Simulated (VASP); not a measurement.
Here is a VASP 6.6.1 calculation.

INCAR

```
SYSTEM = C
  PREC = Accurate
  ENCUT = 520
  EDIFF = 1E-7
  ISMEAR = 0
  SIGMA = 0.02
  LREAL = .False.
  LASPH = .True.
  NELM = 80
  ALGO = Normal
  ISIF = 2
  LWAVE = .False.
  LCHARG = .False.
  GGA = PS
  NBANDS = 21
```

KPOINTS

```
regular mesh
0
Gamma
  12 12 4
  0 0 0
```

POSCAR

```
C
1.0
    2.5129160132      0.0000000000      0.0000000000
   -1.2564580066      2.1762491050      0.0000000000
    0.0000000000      0.0000000000      6.1553267586
C
6
Direct
    0.0000000000      0.0000000000     -0.0000001244
    0.0000000000      0.0000000000      0.2500001244
    0.3333333333      0.6666666667      0.3333332089
    0.3333333333      0.6666666667      0.5833334577
    0.6666666667      0.3333333333      0.6666665423
    0.6666666667      0.3333333333      0.9166667911
```

Potentials or basis: VASP PAW PBE potentials, release 64 (C).

Launch:

```sh
$ cat potpaw_PBE.64/C/POTCAR > POTCAR
$ mpirun -np 1 vasp_std > vasp.out
```

Question: Predict the band gap on the k mesh.

Answer: 4.10 eV.

Question: Predict the pressure.

Answer: 1.1 GPa.

Caveat: the PAW data sets were made with another functional, which shifts forces and pressure a little. A k mesh can miss the band edges.
